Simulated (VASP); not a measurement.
# HfTa (Cmmm) in VASP: single point with PBEsol

Aim: the single point of HfTa with PBEsol.

Everything below comes from runs of VASP 6.6.1. Logs are shortened: lines on timing, memory, paths and dates and some standing lists are left out, and cuts for length are marked.

**1. The cell of the first run**

Symmetry: Cmmm, No. 65, orthorhombic system. The conventional cell has a = 3.425 Å, b = 4.799 Å, c = 4.848 Å, α = 90.00°, β = 90.00°, γ = 90.00°. Within 3.9 Å of Ta (site symmetry mmm) lie 6 Ta at 2.95 to 3.43 Å and 8 Hf at 2.97 to 3.41 Å. Within 3.9 Å of Hf (site symmetry mmm) lie 6 Hf at 2.95 to 3.43 Å and 8 Ta at 2.97 to 3.41 Å.

**2. Single point, PBEsol**

Input file INCAR:

```
SYSTEM = HfTa
PREC     = Accurate       ! precision mode
ENCUT    = 520            ! plane-wave cutoff, eV
EDIFF    = 1E-6           ! SCF threshold, eV
ISMEAR   = -1             ! smearing method
SIGMA    = 0.05           ! smearing width, eV
LREAL    = .False.        ! projectors in reciprocal space
LASPH    = .True.         ! aspherical terms in the spheres
NELM     = 60             ! most SCF steps
ALGO     = Normal         ! electronic algorithm
ISIF     = 2              ! what is computed and relaxed
LWAVE    = .False.        ! write WAVECAR
LCHARG   = .False.        ! write CHGCAR
GGA      = PS             ! functional
NBANDS   = 18             ! bands
```

Input file KPOINTS:

```
regular mesh
0
Gamma
  10 10 6
  0 0 0
```

Input file POSCAR:

```
HfTa
1.0
    1.7127470000     -2.3996010000      0.0000000000
    1.7127470000      2.3996010000      0.0000000000
    0.0000000000      0.0000000000      4.8475550000
Ta Hf
1 1
Direct
    0.5000000000      0.5000000000      0.5000000000
    0.0000000000      0.0000000000      0.0000000000
```

Potentials or basis: VASP PAW PBE potentials, release 64 (Ta_pv, Hf_pv).

The run is started by

```sh
> cat potpaw_PBE.64/Ta_pv/POTCAR potpaw_PBE.64/Hf_pv/POTCAR > POTCAR
> mpirun -np 1 vasp_std > vasp.out
```

OUTCAR:

```text
SYSTEM = HfTa
   PREC = Accurate
   ENCUT = 520
   EDIFF = 1E-6
   ISMEAR = -1
   LREAL = .False.
   LASPH = .True.
   NELM = 60
   ISIF = 2
   GGA = PS

 ion  position               nearest neighbor table
   1  0.500  0.500  0.500-   2 2.97   2 2.97   2 2.97   2 2.97   2 3.41   2 3.41   2 3.41   2 3.41

   2  0.000  0.000  0.000-   1 2.97   1 2.97   1 2.97   1 2.97   1 3.41   1 3.41   1 3.41   1 3.41

  LATTYP: Found a base centered orthorhombic cell.
 ALAT       =     3.4254940000
 B/A-ratio  =     1.4010247865
 C/A-ratio  =     1.4151404148

  Lattice vectors:

 A1 = (   1.7127470000,  -2.3996010000,   0.0000000000)
 A2 = (   1.7127470000,   2.3996010000,   0.0000000000)
 A3 = (   0.0000000000,   0.0000000000,   4.8475550000)

Analysis of symmetry for initial positions (statically):
=====================================================================
 Subroutine PRICEL returns:
 Original cell was already a primitive cell.

 Routine SETGRP: Setting up the symmetry group for a
 base centered orthorhombic supercell.

 Subroutine GETGRP returns: Found  8 space group operations
 (whereof  8 operations were pure point group operations)
 out of a pool of  8 trial point group operations.

The static configuration has the point symmetry D_2h.

Analysis of symmetry for dynamics (positions and initial velocities):
=====================================================================
 Subroutine PRICEL returns:
 Original cell was already a primitive cell.

 Routine SETGRP: Setting up the symmetry group for a
 base centered orthorhombic supercell.

 Subroutine GETGRP returns: Found  8 space group operations
 (whereof  8 operations were pure point group operations)
 out of a pool of  8 trial point group operations.

The dynamic configuration has the point symmetry D_2h.

 Subroutine INISYM returns: Found  8 space group operations
 (whereof  8 operations are pure point group operations),
 and found     1 'primitive' translations

----------------------------------------------------------------------------------------

                                     Primitive cell

  volume of cell :      39.8460

  direct lattice vectors                    reciprocal lattice vectors
     1.712747000 -2.399601000  0.000000000     0.291928697 -0.208367975  0.000000000
     1.712747000  2.399601000  0.000000000     0.291928697  0.208367975  0.000000000
     0.000000000  0.000000000  4.847555000     0.000000000  0.000000000  0.206289562

  length of vectors
     2.948149800  2.948149800  4.847555000     0.358663599  0.358663599  0.206289562

  position of ions in fractional coordinates (direct lattice)
     0.500000000  0.500000000  0.500000000
     0.000000000  0.000000000  0.000000000

  ion indices of the primitive-cell ions
   primitive index   ion index
                 1           1
                 2           2

----------------------------------------------------------------------------------------

 KPOINTS: regular mesh

Automatic generation of k-mesh.
 Grid dimensions read from file:
 generate k-points for:   10   10    6

 Generating k-lattice:

  Cartesian coordinates                     Fractional coordinates (reciprocal lattice)
     0.029192870 -0.020836797  0.000000000     0.100000000  0.000000000  0.000000000
     0.029192870  0.020836797  0.000000000     0.000000000  0.100000000  0.000000000
     0.000000000  0.000000000  0.034381594     0.000000000  0.000000000  0.166666667

  Length of vectors
     0.035866360  0.035866360  0.034381594

  Shift w.r.t. Gamma in fractional coordinates (k-lattice)
     0.000000000  0.000000000  0.000000000

 Subroutine IBZKPT returns following result:
 ===========================================

 Found    124 irreducible k-points:

 Following reciprocal coordinates:
            Coordinates               Weight
  0.000000  0.000000  0.000000      1.000000
  0.100000 -0.000000  0.000000      4.000000
  0.200000 -0.000000  0.000000      4.000000
  0.300000 -0.000000  0.000000      4.000000
  0.400000 -0.000000  0.000000      4.000000
  0.500000  0.000000  0.000000      2.000000
[... 16 lines left out ...]
  0.300000  0.300000  0.000000      2.000000
  0.400000  0.300000  0.000000      4.000000
 [... further k-points ...]
   k-points           NKPTS =    124   k-points in BZ     NKDIM =    124   number of bands    NBANDS=     18
   number of dos      NEDOS =    301   number of ions     NIONS =      2
   total plane-waves  NPLWV =  20736
   dimension x,y,z NGX =    24 NGY =   24 NGZ =   36
   dimension x,y,z NGXF=    48 NGYF=   48 NGZF=   72
   ions per type =               1   1
   NGX,Y,Z   is equivalent  to a cutoff of  13.53, 13.53, 12.35 a.u.
   NGXF,Y,Z  is equivalent  to a cutoff of  27.07, 27.07, 24.69 a.u.
 SYSTEM =  HfTa
   PREC   = accura    normal or accurate (medium, high low for compatibility)
   ISTART =      0    job   : 0-new  1-cont  2-samecut
   ICHARG =      2    charge: 1-file 2-atom 10-const
   ISPIN  =      1    spin polarized calculation?
   LNONCOLLINEAR =      F non collinear calculations
   LSORBIT =      F    spin-orbit coupling
   LASPH  =      T    aspherical Exc in radial PAW
   ENCUT  =  520.0 eV  38.22 Ry    6.18 a.u.   5.48  5.48  9.01*2*pi/ulx,y,z
   NELM   =     60;   NELMIN=  2; NELMDL= -5     # of ELM steps
   EDIFF  = 0.1E-05   stopping-criterion for ELM
   LREAL  =      F    real-space projection
   EDIFFG = 0.1E-04   stopping-criterion for IOM
   NSW    =      0    number of steps for IOM
   IBRION =     -1    ionic relax: 0-MD 1-quasi-New 2-CG
   NFREE  =      0    steps in history (QN), initial steepest desc. (CG)
   ISIF   =      2    stress and relaxation
   ISYM   =      2    0-nonsym 1-usesym 2-fastsym
   POTIM  = 0.5000    time-step for ionic-motion
   TEBEG  =    0.0;   TEEND  =   0.0 temperature during run
   PSTRESS=    0.0 pullay stress
   NELECT =      21.0000    total number of electrons
   NUPDOWN=      -1.0000    fix difference up-down
   EMIN   =  10.00;   EMAX   =-10.00  energy-range for DOS
   EFERMI =   0.00;   METHOD = LEGACY
   ISMEAR =    -1;   SIGMA  =   0.05  broadening in eV -4-tet -1-fermi 0-gaus
   EFERMI_NEDOS =   21; number of points for ismear=-14 and -15
   IALGO  =     38    algorithm
   IMIX   =      4    mixing-type and parameters
     AMIX     =   0.40;   BMIX     =  1.00
     AMIX_MAG =   1.60;   BMIX_MAG =  1.00
  volume/ion in A,a.u.               =      19.92       134.45
  Fermi-wavevector in a.u.,A,eV,Ry     =   1.322370  2.498917 23.791990  1.748662
  Thomas-Fermi vector in A             =   2.452056
   LORBIT       =      0    0 simple, 1 ext, 2 COOP (PROOUT), +10 PAW based schemes
   GGA     = PS    functional components
   LHFCALC =     F    Hartree Fock is set to
   AEXX    =    0.0000 exact exchange contribution
   IVDW    =     0    specifies the selected vdW correction
   LEPSILON=     F    determine dielectric tensor
   LRPA    =     F    only Hartree local field effects (RPA)
 non-spin polarized calculation
  energy-cutoff  :      520.00
  volume of cell :       39.85
 maximum number of plane-waves:      1092
 NGX is ok and might be reduce to    24
   NGX = 11   NGY = 11   NGZ = 19

 number of electron      21.0000004 magnetization

 Free energy of the ion-electron system (eV)
  ---------------------------------------------------
  ext. energy  EPLUGINS =         0.00000000
  ---------------------------------------------------
  free energy    TOTEN  =       -22.73741739 eV

  energy without entropy =      -22.70676709  energy(sigma->0) =      -22.72209224

 E-fermi :   4.8675     XC(G=0): -12.0737

 val. band max:        4.8610787798   @ k =   0.3000   0.1000   0.1667
 cond. band min:       4.8675674217   @ k =   0.3000   0.2000   0.5000
 fundamental gap:      0.0064886419
 Fermi energy:         4.8674679256

 k-point     1 :       0.0000    0.0000    0.0000
  band No.  band energies     occupation
      1     -29.0197      2.00000
      2     -28.6209      2.00000
      3     -28.4446      2.00000
      4     -24.9498      2.00000
      5     -24.6695      2.00000
      6     -24.5227      2.00000
[... 10 lines left out ...]
     17      10.4299      0.00000
     18      12.6850      0.00000

 k-point     2 :       0.1000   -0.0000    0.0000
  band No.  band energies     occupation
      1     -29.0079      2.00000
      2     -28.6553      2.00000
      3     -28.4752      2.00000
      4     -24.9460      2.00000
      5     -24.7266      2.00000
      6     -24.5605      2.00000
[... 10 lines left out ...]
     17      10.4806      0.00000
     18      13.0125      0.00000

 k-point     3 :       0.2000   -0.0000    0.0000
  band No.  band energies     occupation
      1     -28.9769      2.00000
      2     -28.7828      2.00000
      3     -28.5146      2.00000
      4     -24.9362      2.00000
      5     -24.9343      2.00000
      6     -24.5951      2.00000
[... 10 lines left out ...]
     17      10.3882      0.00000
     18      14.1013      0.00000

 k-point     4 :       0.3000   -0.0000    0.0000
  band No.  band energies     occupation
      1     -28.9659      2.00000
      2     -28.9382      2.00000
      3     -28.5324      2.00000
      4     -25.2057      2.00000
      5     -24.9243      2.00000
      6     -24.6115      2.00000
[... 375 lines left out ...]
      4     -24.8985      2.00000
      5     -24.8972      2.00000
      6     -24.8221      2.00000
[... 10 lines left out ...]
     17      12.0863      0.00000
     18      12.3095      0.00000

 k-point    23 :       0.3000    0.3000    0.0000
  band No.  band energies     occupation
      1     -28.9521      2.00000
      2     -28.9299      2.00000
      3     -28.8753      2.00000
      4     -25.1909      2.00000
      5     -25.1596      2.00000
      6     -24.8813      2.00000
[... 10 lines left out ...]
     17      10.2757      0.00000
     18      11.7913      0.00000

 k-point    24 :       0.4000    0.3000    0.0000
  band No.  band energies     occupation
      1     -29.0738      2.00000
      2     -28.9074      2.00000
      3     -28.8665      2.00000
      4     -25.3705      2.00000
      5     -25.1024      2.00000
      6     -24.8528      2.00000
[... 10 lines left out ...]
     17      10.7995      0.00000
     18      13.3651      0.00000

 [... further k-points ...]

------------------------ aborting loop because EDIFF is reached ----------------------------------------

  FORCE on cell =-STRESS in cart. coord.  units (eV):
  Direction    XX          YY          ZZ          XY          YZ          ZX
  --------------------------------------------------------------------------------------
  -------------------------------------------------------------------------------------
  Total       -1.3740616     -1.1178793     -1.3546680      0.0000000      0.0000000      0.0000000
  in kB      -55.2499378    -44.9490492    -54.4701375      0.0000000      0.0000000      0.0000000
  external PRESSURE =     -51.5563748 kB  Pullay stress =       0.0000000 kB

 VOLUME and BASIS-vectors are now :
 -----------------------------------------------------------------------------
  energy-cutoff  :      520.00
  volume of cell :       39.85
      direct lattice vectors                 reciprocal lattice vectors
     1.712747000 -2.399601000  0.000000000     0.291928697 -0.208367975  0.000000000
     1.712747000  2.399601000  0.000000000     0.291928697  0.208367975  0.000000000
     0.000000000  0.000000000  4.847555000     0.000000000  0.000000000  0.206289562

 POSITION                                       TOTAL-FORCE (eV/Angst)
 -----------------------------------------------------------------------------------
      1.71275      0.00000      2.42378         0.000000      0.000000      0.000000
      0.00000      0.00000      0.00000         0.000000      0.000000      0.000000
 -----------------------------------------------------------------------------------
    total drift:                                0.000000      0.000000     -0.000000

  FREE ENERGIE OF THE ION-ELECTRON SYSTEM (eV)
  ---------------------------------------------------
  free  energy   TOTEN  =       -22.7374173924 eV

  energy  without entropy=      -22.7067670896  energy(sigma->0) =      -22.72209224
```

It took 36 s on 1 thread of Intel Xeon Platinum 8375C at 2.90GHz (Ice Lake), shared host; peak memory 0.22 GiB.

Results:

```
Free energy            : -22.7374 eV
Pressure               : -5.2 GPa
Band gap on the k mesh : zero (an odd number of electrons rules out a gap without spin polarisation)
```

Levels at points of the mesh, in eV from the Fermi level:
```
           k point  band 8  band 9  band 10  band 11  band 12  band 13
(0.00, 0.00, 0.00)   -3.87   -1.11     1.12     1.16     1.17     1.36
(0.50, 0.00, 0.00)   -2.60   -1.23    -0.87    -0.48    -0.04     3.25
(0.50, 0.50, 0.00)   -3.18   -3.17    -1.04     1.49     3.99     5.03
(0.00, 0.00, 0.50)   -5.23   -0.48    -0.11     0.22     0.59     2.97
(0.50, 0.00, 0.50)   -3.79   -1.16    -0.82     1.30     1.51     3.66
(0.50, 0.50, 0.50)   -2.36   -1.61    -1.33     0.99     1.40     1.81
```

Caveat: the cell stands under tension; the PAW data sets were made with another functional, which shifts forces and pressure a little; spin-orbit coupling is left out, which moves the levels of the heavy elements.
